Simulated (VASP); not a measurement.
# Y (Fd-3m) in VASP: notebook

Runs on Y. Level: PBEsol. Tasks: single point, relaxation of cell and atoms.

All numbers are computed with VASP 6.6.1; they aren't measurements. Logs are shortened: lines on timing, memory, paths and dates and some standing lists are left out, and cuts for length are marked.

### Step 1. The cell of the first run

Symmetry: Fd-3m, No. 227, cubic system. The conventional cell has a = 6.825 Å, b = 6.825 Å, c = 6.825 Å, α = 90.00°, β = 90.00°, γ = 90.00°. Y (site symmetry -43m) has 4 Y at 2.96 Å within 3.9 Å.

This isn't the form of Y at room conditions, which is hcp.

### Step 2. Single point, PBEsol

The input, INCAR:

```
SYSTEM = Y
ALGO = Normal
EDIFF = 1E-7
ENCUT = 520
GGA = PS
ISIF = 2
ISMEAR = -1
LASPH = .TRUE.
LCHARG = .FALSE.
LREAL = .FALSE.
LWAVE = .FALSE.
NBANDS = 18
NELM = 60
PREC = Accurate
SIGMA = 0.1
```

The input, KPOINTS:

```
k-points
0
G
  13 13 13
  0 0 0
```

The input, POSCAR:

```
Y
1.0
    0.0000000000      3.4124057712      3.4124057712
    3.4124057712      0.0000000000      3.4124057712
    3.4124057712      3.4124057712      0.0000000000
Y
2
Direct
    0.1250000000      0.1250000000      0.1250000000
    0.8750000000      0.8750000000      0.8750000000
```

Potentials or basis: VASP PAW PBE potentials, release 64 (Y_sv).

Command:

```sh
$ cat potpaw_PBE.64/Y_sv/POTCAR > POTCAR
$ mpirun -np 1 vasp_std > vasp.out
```

OUTCAR:

```text
SYSTEM = Y
   EDIFF = 1E-7
   ENCUT = 520
   GGA = PS
   ISIF = 2
   ISMEAR = -1
   LASPH = .TRUE.
   LREAL = .FALSE.
   NELM = 60
   PREC = Accurate

 ion  position               nearest neighbor table
   1  0.125  0.125  0.125-   2 2.96   2 2.96   2 2.96   2 2.96
   2  0.875  0.875  0.875-   1 2.96   1 2.96   1 2.96   1 2.96

  LATTYP: Found a face centered cubic cell.
 ALAT       =     6.8248115424

  Lattice vectors:

 A1 = (   0.0000000000,   3.4124057712,   3.4124057712)
 A2 = (   3.4124057712,   0.0000000000,   3.4124057712)
 A3 = (   3.4124057712,   3.4124057712,   0.0000000000)

Analysis of symmetry for initial positions (statically):
=====================================================================
 Subroutine PRICEL returns:
 Original cell was already a primitive cell.

 Routine SETGRP: Setting up the symmetry group for a
 face centered cubic supercell.

 Subroutine GETGRP returns: Found 48 space group operations
 (whereof 12 operations were pure point group operations)
 out of a pool of 48 trial point group operations.

The static configuration has the point symmetry D_3d.
 The point group associated with its full space group is O_h .

Analysis of symmetry for dynamics (positions and initial velocities):
=====================================================================
 Subroutine PRICEL returns:
 Original cell was already a primitive cell.

 Routine SETGRP: Setting up the symmetry group for a
 face centered cubic supercell.

 Subroutine GETGRP returns: Found 48 space group operations
 (whereof 12 operations were pure point group operations)
 out of a pool of 48 trial point group operations.

The dynamic configuration has the point symmetry D_3d.
 The point group associated with its full space group is O_h .

 Subroutine INISYM returns: Found 48 space group operations
 (whereof 12 operations are pure point group operations),
 and found     1 'primitive' translations

----------------------------------------------------------------------------------------

                                     Primitive cell

  volume of cell :      79.4716

  direct lattice vectors                    reciprocal lattice vectors
     0.000000000  3.412405771  3.412405771    -0.146524192  0.146524192  0.146524192
     3.412405771  0.000000000  3.412405771     0.146524192 -0.146524192  0.146524192
     3.412405771  3.412405771  0.000000000     0.146524192  0.146524192 -0.146524192

  length of vectors
     4.825870522  4.825870522  4.825870522     0.253787346  0.253787346  0.253787346

  position of ions in fractional coordinates (direct lattice)
     0.125000000  0.125000000  0.125000000
     0.875000000  0.875000000  0.875000000

  ion indices of the primitive-cell ions
   primitive index   ion index
                 1           1
                 2           2

----------------------------------------------------------------------------------------

 KPOINTS: k-points

Automatic generation of k-mesh.
 Grid dimensions read from file:
 generate k-points for:   13   13   13

 Generating k-lattice:

  Cartesian coordinates                     Fractional coordinates (reciprocal lattice)
    -0.011271092  0.011271092  0.011271092     0.076923077  0.000000000  0.000000000
     0.011271092 -0.011271092  0.011271092     0.000000000  0.076923077  0.000000000
     0.011271092  0.011271092 -0.011271092     0.000000000  0.000000000  0.076923077

  Length of vectors
     0.019522104  0.019522104  0.019522104

  Shift w.r.t. Gamma in fractional coordinates (k-lattice)
     0.000000000  0.000000000  0.000000000

 Subroutine IBZKPT returns following result:
 ===========================================

 Found     84 irreducible k-points:

 Following reciprocal coordinates:
            Coordinates               Weight
  0.000000  0.000000  0.000000      1.000000
  0.076923  0.000000  0.000000      8.000000
  0.153846  0.000000  0.000000      8.000000
  0.230769  0.000000  0.000000      8.000000
  0.307692  0.000000  0.000000      8.000000
  0.384615  0.000000  0.000000      8.000000
[... 16 lines left out ...]
  0.384615  0.153846  0.000000     24.000000
  0.461538  0.153846  0.000000     24.000000
 [... further k-points ...]
   k-points           NKPTS =     84   k-points in BZ     NKDIM =     84   number of bands    NBANDS=     18
   number of dos      NEDOS =    301   number of ions     NIONS =      2
   total plane-waves  NPLWV =  46656
   dimension x,y,z NGX =    36 NGY =   36 NGZ =   36
   dimension x,y,z NGXF=    72 NGYF=   72 NGZF=   72
   ions per type =               2
   NGX,Y,Z   is equivalent  to a cutoff of  12.40, 12.40, 12.40 a.u.
   NGXF,Y,Z  is equivalent  to a cutoff of  24.80, 24.80, 24.80 a.u.
 SYSTEM =  Y
   PREC   = accura    normal or accurate (medium, high low for compatibility)
   ISTART =      0    job   : 0-new  1-cont  2-samecut
   ICHARG =      2    charge: 1-file 2-atom 10-const
   ISPIN  =      1    spin polarized calculation?
   LNONCOLLINEAR =      F non collinear calculations
   LSORBIT =      F    spin-orbit coupling
   LASPH  =      T    aspherical Exc in radial PAW
   ENCUT  =  520.0 eV  38.22 Ry    6.18 a.u.   8.97  8.97  8.97*2*pi/ulx,y,z
   NELM   =     60;   NELMIN=  2; NELMDL= -5     # of ELM steps
   EDIFF  = 0.1E-06   stopping-criterion for ELM
   LREAL  =      F    real-space projection
   EDIFFG = 0.1E-05   stopping-criterion for IOM
   NSW    =      0    number of steps for IOM
   IBRION =     -1    ionic relax: 0-MD 1-quasi-New 2-CG
   NFREE  =      0    steps in history (QN), initial steepest desc. (CG)
   ISIF   =      2    stress and relaxation
   ISYM   =      2    0-nonsym 1-usesym 2-fastsym
   POTIM  = 0.5000    time-step for ionic-motion
   TEBEG  =    0.0;   TEEND  =   0.0 temperature during run
   PSTRESS=    0.0 pullay stress
   NELECT =      22.0000    total number of electrons
   NUPDOWN=      -1.0000    fix difference up-down
   EMIN   =  10.00;   EMAX   =-10.00  energy-range for DOS
   EFERMI =   0.00;   METHOD = LEGACY
   ISMEAR =    -1;   SIGMA  =   0.10  broadening in eV -4-tet -1-fermi 0-gaus
   EFERMI_NEDOS =   21; number of points for ismear=-14 and -15
   IALGO  =     38    algorithm
   IMIX   =      4    mixing-type and parameters
     AMIX     =   0.40;   BMIX     =  1.00
     AMIX_MAG =   1.60;   BMIX_MAG =  1.00
  volume/ion in A,a.u.               =      39.74       268.15
  Fermi-wavevector in a.u.,A,eV,Ry     =   1.066952  2.016248 15.488702  1.138387
  Thomas-Fermi vector in A             =   2.202553
   LORBIT       =      0    0 simple, 1 ext, 2 COOP (PROOUT), +10 PAW based schemes
   GGA     = PS    functional components
   LHFCALC =     F    Hartree Fock is set to
   AEXX    =    0.0000 exact exchange contribution
   IVDW    =     0    specifies the selected vdW correction
   LEPSILON=     F    determine dielectric tensor
   LRPA    =     F    only Hartree local field effects (RPA)
 non-spin polarized calculation
  energy-cutoff  :      520.00
  volume of cell :       79.47
 maximum number of plane-waves:      2165
   NGX = 17   NGY = 17   NGZ = 17

 number of electron      22.0000001 magnetization

 Free energy of the ion-electron system (eV)
  ---------------------------------------------------
  ext. energy  EPLUGINS =         0.00000000
  ---------------------------------------------------
  free energy    TOTEN  =        -9.69310133 eV

  energy without entropy =       -9.56610253  energy(sigma->0) =       -9.62960193

 E-fermi :   1.5916     XC(G=0):  -8.6179

 val. band max:        1.5882326174   @ k =  -0.2308   0.2308   0.0769
 cond. band min:       1.5969392022   @ k =   0.3846   0.1538   0.0769
 fundamental gap:      0.0087065849
 Fermi energy:         1.5916309436

 k-point     1 :       0.0000    0.0000    0.0000
  band No.  band energies     occupation
      1     -41.5155      2.00000
      2     -41.1277      2.00000
      3     -21.7805      2.00000
      4     -21.7805      2.00000
      5     -21.7805      2.00000
      6     -21.0173      2.00000
[... 10 lines left out ...]
     17       3.8116      0.00000
     18       7.1164      0.00000

 k-point     2 :       0.0769    0.0000    0.0000
  band No.  band energies     occupation
      1     -41.5113      2.00000
      2     -41.1320      2.00000
      3     -21.7862      2.00000
      4     -21.7862      2.00000
      5     -21.7804      2.00000
      6     -21.0180      2.00000
[... 10 lines left out ...]
     17       3.7974      0.00000
     18       7.0941      0.00000

 k-point     3 :       0.1538    0.0000    0.0000
  band No.  band energies     occupation
      1     -41.4994      2.00000
      2     -41.1444      2.00000
      3     -21.8017      2.00000
      4     -21.8017      2.00000
      5     -21.7804      2.00000
      6     -21.0200      2.00000
[... 10 lines left out ...]
     17       3.7867      0.00000
     18       7.0235      0.00000

 k-point     4 :       0.2308    0.0000    0.0000
  band No.  band energies     occupation
      1     -41.4810      2.00000
      2     -41.1636      2.00000
      3     -21.8224      2.00000
      4     -21.8224      2.00000
      5     -21.7809      2.00000
      6     -21.0221      2.00000
[... 10 lines left out ...]
     17       3.8727      0.00000
     18       6.8938      0.00000

 k-point     5 :       0.3077    0.0000    0.0000
  band No.  band energies     occupation
      1     -41.4586      2.00000
      2     -41.1867      2.00000
      3     -21.8432      2.00000
      4     -21.8432      2.00000
      5     -21.7820      2.00000
      6     -21.0236      2.00000
[... 10 lines left out ...]
     17       4.1213      0.00000
     18       6.6920      0.00000

 k-point     6 :       0.3846    0.0000    0.0000
  band No.  band energies     occupation
      1     -41.4367      2.00000
      2     -41.2093      2.00000
      3     -21.8597      2.00000
      4     -21.8597      2.00000
      5     -21.7834      2.00000
      6     -21.0242      2.00000
[... 10 lines left out ...]
     17       4.4638      0.00000
     18       6.4296      0.00000

 k-point     7 :       0.4615    0.0000    0.0000
  band No.  band energies     occupation
      1     -41.4221      2.00000
      2     -41.2242      2.00000
      3     -21.8688      2.00000
      4     -21.8688      2.00000
      5     -21.7844      2.00000
      6     -21.0244      2.00000
[... 10 lines left out ...]
     17       4.7443      0.00000
     18       6.1908      0.00000

 k-point     8 :       0.0769    0.0769    0.0000
  band No.  band energies     occupation
      1     -41.5100      2.00000
      2     -41.1334      2.00000
      3     -21.7932      2.00000
      4     -21.7932      2.00000
      5     -21.7699      2.00000
      6     -21.0294      2.00000
[... 10 lines left out ...]
     17       3.8069      0.00000
     18       6.9856      0.00000
[... 229 lines left out ...]
     17       3.8037      0.00000
     18       6.9462      0.00000

 k-point    20 :       0.1538    0.1538    0.0000
  band No.  band energies     occupation
      1     -41.4937      2.00000
      2     -41.1504      2.00000
      3     -21.8262      2.00000
      4     -21.8262      2.00000
      5     -21.7385      2.00000
      6     -21.0650      2.00000
[... 10 lines left out ...]
     17       3.8223      0.00000
     18       6.6121      0.00000

 k-point    21 :       0.2308    0.1538    0.0000
  band No.  band energies     occupation
      1     -41.4795      2.00000
      2     -41.1651      2.00000
      3     -21.8483      2.00000
      4     -21.8474      2.00000
      5     -21.7198      2.00000
      6     -21.0859      2.00000
[... 10 lines left out ...]
     17       3.8928      0.00000
     18       6.3676      0.00000

 k-point    22 :       0.3077    0.1538    0.0000
  band No.  band energies     occupation
      1     -41.4596      2.00000
      2     -41.1857      2.00000
      3     -21.8741      2.00000
      4     -21.8679      2.00000
      5     -21.7038      2.00000
      6     -21.1030      2.00000
[... 10 lines left out ...]
     17       4.1104      0.00000
     18       6.1143      0.00000

 k-point    23 :       0.3846    0.1538    0.0000
  band No.  band energies     occupation
      1     -41.4368      2.00000
      2     -41.2092      2.00000
      3     -21.9000      2.00000
      4     -21.8833      2.00000
      5     -21.6909      2.00000
      6     -21.1160      2.00000
[... 10 lines left out ...]
     17       4.4422      0.00000
     18       5.8944      0.00000

 k-point    24 :       0.4615    0.1538    0.0000
  band No.  band energies     occupation
      1     -41.4162      2.00000
      2     -41.2303      2.00000
      3     -21.9211      2.00000
      4     -21.8907      2.00000
      5     -21.6831      2.00000
      6     -21.1233      2.00000
[... 10 lines left out ...]
     17       4.6491      0.00000
     18       5.8782      0.00000

 [... further k-points ...]

------------------------ aborting loop because EDIFF is reached ----------------------------------------

  FORCE on cell =-STRESS in cart. coord.  units (eV):
  Direction    XX          YY          ZZ          XY          YZ          ZX
  --------------------------------------------------------------------------------------
  -------------------------------------------------------------------------------------
  Total        0.0279190      0.0279190      0.0279190     -0.0000000      0.0000000      0.0000000
  in kB        0.5628578      0.5628578      0.5628578     -0.0000000      0.0000000      0.0000000
  external PRESSURE =       0.5628578 kB  Pullay stress =       0.0000000 kB

 VOLUME and BASIS-vectors are now :
 -----------------------------------------------------------------------------
  energy-cutoff  :      520.00
  volume of cell :       79.47
      direct lattice vectors                 reciprocal lattice vectors
     0.000000000  3.412405771  3.412405771    -0.146524192  0.146524192  0.146524192
     3.412405771  0.000000000  3.412405771     0.146524192 -0.146524192  0.146524192
     3.412405771  3.412405771  0.000000000     0.146524192  0.146524192 -0.146524192

 POSITION                                       TOTAL-FORCE (eV/Angst)
 -----------------------------------------------------------------------------------
      0.85310      0.85310      0.85310        -0.000000     -0.000000     -0.000000
      5.97171      5.97171      5.97171         0.000000      0.000000      0.000000
 -----------------------------------------------------------------------------------
    total drift:                                0.000000      0.000000      0.000000

  FREE ENERGIE OF THE ION-ELECTRON SYSTEM (eV)
  ---------------------------------------------------
  free  energy   TOTEN  =        -9.6931013254 eV

  energy  without entropy=       -9.5661025342  energy(sigma->0) =       -9.62960193
```

It took 3.4 min on 1 thread of Intel Xeon 8259CL, shared host; peak memory 0.28 GiB.

What came out:

- Free energy: -9.6931 eV
- Pressure: 0.1 GPa
- Band gap on the k mesh: zero (bands 11 and 12 overlap by 0.73 eV)

Caveat: the PAW data sets were made with another functional, which shifts forces and pressure a little.

### Step 3. Relaxation of cell and atoms, PBEsol

This run uses another cell than the first one, of 44.57 Å³/atom.

The input, INCAR:

```
SYSTEM = Y
ALGO     = Normal         ! electronic algorithm
EDIFF    = 1E-6           ! SCF threshold, eV
EDIFFG   = -0.01          ! ionic threshold
ENCUT    = 600            ! plane-wave cutoff, eV
GGA      = PS             ! functional
IBRION   = 2              ! ionic algorithm
ISIF     = 3              ! what is computed and relaxed
ISMEAR   = -1             ! smearing method
LASPH    = .True.         ! aspherical terms in the spheres
LCHARG   = .False.        ! write CHGCAR
LREAL    = .False.        ! projectors in reciprocal space
LWAVE    = .False.        ! write WAVECAR
NELM     = 80             ! most SCF steps
NSW      = 80             ! ionic steps
PREC     = Accurate       ! precision mode
SIGMA    = 0.1            ! smearing width, eV
```

The input, KPOINTS:

```
k-points
0
Gamma
  8 8 8
  0 0 0
```

The input, POSCAR:

```
Y
1.0
    0.0000000000      3.5454148505      3.5454148505
    3.5454148505      0.0000000000      3.5454148505
    3.5454148505      3.5454148505      0.0000000000
Y
2
Direct
    0.1250000000      0.1250000000      0.1250000000
    0.8750000000      0.8750000000      0.8750000000
```

Potentials or basis: VASP PAW PBE potentials, release 64 (Y_sv).

Command:

```sh
$ cat potpaw_PBE.64/Y_sv/POTCAR > POTCAR
$ mpirun -np 1 vasp_std > vasp.out
```

Wall time 5.8 min (1 thread of Intel Xeon 8259CL, shared host); peak memory 0.28 GiB.

It converged, with:

```yaml
Free_energy: -9.6946 eV
Relaxed_volume: 39.79 Å³/atom
Relaxed_cell: a = 4.828 Å, b = 4.828 Å, c = 4.828 Å, α = 60.00°, β = 60.00°, γ = 60.00°
Space_group_after_relaxing_to_0.1_Å: Fd-3m (No. 227)
Energy_gained_by_relaxing: 17.5 meV/atom
Ionic_steps: 4
Pressure_after_relaxing: 0.0 GPa
Band_gap_on_the_k_mesh: zero (bands 11 and 12 overlap by 0.80 eV)
```

Step by step:
```
step  energy change (eV)  largest force (eV/Å)  pressure (GPa)  volume (Å³)
   1              0.0000                0.0000           -1.06        89.13
   2             -0.0212                0.0000           -0.72        85.38
   3             -0.0341                0.0000           -0.20        81.05
   4             -0.0351                0.0000            0.01        79.58
```

Final structure:
```yaml
crystal:
  lattice:
    - [0.00000, 3.41392, 3.41392]
    - [3.41392, 0.00000, 3.41392]
    - [3.41392, 3.41392, 0.00000]
  atoms:
    - { symbol: Y, position: [0.12500, 0.12500, 0.12500] }
    - { symbol: Y, position: [0.87500, 0.87500, 0.87500] }
```

Levels at points of the mesh, in eV from the Fermi level:
```tsv
k point	band 7	band 8	band 9	band 10	band 11	band 12	band 13	band 14	band 15
(0.00, 0.00, 0.00)	-22.62	-22.62	-3.73	-0.11	-0.11	0.53	0.53	0.53	2.21
(0.50, 0.00, 0.00)	-22.52	-22.52	-1.64	-0.69	-0.10	-0.10	0.53	0.53	0.76
(0.50, 0.50, 0.00)	-22.43	-22.43	-1.11	-1.11	0.10	0.10	0.63	0.63	2.13
```

Caveat: the PAW data sets were made with another functional, which shifts forces and pressure a little.
